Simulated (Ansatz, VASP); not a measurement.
## Two plane-wave programs on SnSe

```
CELL_PARAMETERS angstrom
0.00000 2.97275 2.97275
3.12139 0.00000 2.97275
3.12139 2.97275 0.00000
ATOMIC_POSITIONS crystal
Sn 0.00000 0.00000 0.00000
Se 0.50000 0.50000 0.50000
```

Change from the starting cell: strain +0.0500 x Voigt [1, 0, 0, 0, 0, 0], atoms carried along.

Alike in both runs: task single point; functional PBEsol; k mesh 8 × 8 × 8; occupations gaussian, width 0.05 eV; no spin polarisation.

|  | VASP | Ansatz |
| --- | --- | --- |
| version | VASP 6.6.1 | Ansatz 0.2.0 |
| potentials or method | VASP PAW PBE potentials, release 64 (Sn_d, Se), cutoff 520 eV | scalar-relativistic, plane waves, PAW |
| valence electrons in the cell | 20 | 30 |

|  | VASP | Ansatz | Ansatz less VASP |
| --- | --- | --- | --- |
| gap on the k mesh at the Fermi level (eV) | 0.66 | 0.65 | -0.002 |
| least direct gap on the mesh (eV) | 0.66 | 0.65 | -0.002 |
| pressure (GPa) | -2.1 | -2.2 | -0.01 |
| traceless stress, the component that is largest in VASP (GPa) | -3.21 | -3.19 | +0.020 |

VASP's potentials were made for PBE, not for PBEsol. VASP's potentials hold 20 valence electrons a cell and Ansatz's 30, so a difference there can come from the potentials and not from the codes.
